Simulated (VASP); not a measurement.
Here is a VASP 6.6.1 calculation.

The input INCAR:

```
SYSTEM = Hg2O
ALGO     = Normal         ! electronic algorithm
EDIFF    = 1E-6           ! SCF threshold, eV
EDIFFG   = -0.01          ! ionic threshold
ENCUT    = 600            ! plane-wave cutoff, eV
GGA      = PE             ! functional
IBRION   = 2              ! ionic algorithm
ISIF     = 3              ! what is computed and relaxed
ISMEAR   = 0              ! smearing method
LASPH    = .True.         ! aspherical terms in the spheres
LCHARG   = .False.        ! write CHGCAR
LREAL    = .False.        ! projectors in reciprocal space
LWAVE    = .False.        ! write WAVECAR
NELM     = 60             ! most SCF steps
NSW      = 100            ! ionic steps
PREC     = Accurate       ! precision mode
SIGMA    = 0.02           ! smearing width, eV
```

File KPOINTS:

```
k-points
0
Gamma
  6 6 4
  0 0 0
```

Contents of POSCAR:

```
Hg2O
1.0
    3.4249153232     -3.4915053436      0.0000000000
    3.4249153232      3.4915053436      0.0000000000
    0.0000000000      0.0000000000      6.7259012269
Hg O
4 2
Direct
    0.0000000000      0.0000000000      0.5000000000
    0.0000000000      0.0000000000      0.0000000000
    0.4334303004      0.5665696996      0.2500000000
    0.5665696996      0.4334303004      0.7500000000
    0.1591472804      0.8408527196      0.7500000000
    0.8408527196      0.1591472804      0.2500000000
```

Potentials or basis: VASP PAW PBE potentials, release 64 (Hg, O).

Run with:

```console
$ cat potpaw_PBE.64/Hg/POTCAR potpaw_PBE.64/O/POTCAR > POTCAR
$ mpirun -np 1 vasp_std > vasp.out
```

Problem. Predict the relaxed cell.

Solution. a = 4.957 Å, b = 4.957 Å, c = 6.772 Å, α = 90.00°, β = 90.00°, γ = 88.42°.

Problem. What does it give for the band gap on the k mesh?

Solution. 0.71 eV.

Problem. Estimate the space group after relaxing (to 0.1 Å).

Solution. Cmcm (No. 63).

Problem. Predict the relaxed volume.

Solution. 27.72 Å³/atom.

The path:
| step | energy change (eV) | largest force (eV/Å) | pressure (GPa) | volume (Å³) |
| --- | --- | --- | --- | --- |
| 1 | 0.0000 | 0.2911 | 0.86 | 160.86 |
| 2 | -0.0044 | 0.1519 | -0.53 | 164.24 |
| 3 | -0.0092 | 0.0294 | 0.02 | 162.79 |
| 4 | -0.0100 | 0.0270 | 0.04 | 162.96 |
| 5 | -0.0121 | 0.0186 | 0.02 | 163.46 |
| 6 | -0.0146 | 0.0078 | 0.03 | 164.44 |
| 7 | -0.0136 | 0.0259 | 0.10 | 166.34 |
| 8 | -0.0151 | 0.0063 | 0.05 | 165.16 |
| 9 | -0.0149 | 0.0676 | -0.16 | 166.02 |
| 10 | -0.0152 | 0.0253 | -0.01 | 165.43 |
| 11 | -0.0154 | 0.0155 | -0.01 | 165.81 |
| 12 | -0.0154 | 0.0104 | -0.01 | 165.98 |
| 13 | -0.0154 | 0.0016 | -0.01 | 166.32 |

Caveat: spin-orbit coupling is left out, which moves the levels of the heavy elements. A k mesh can miss the band edges.
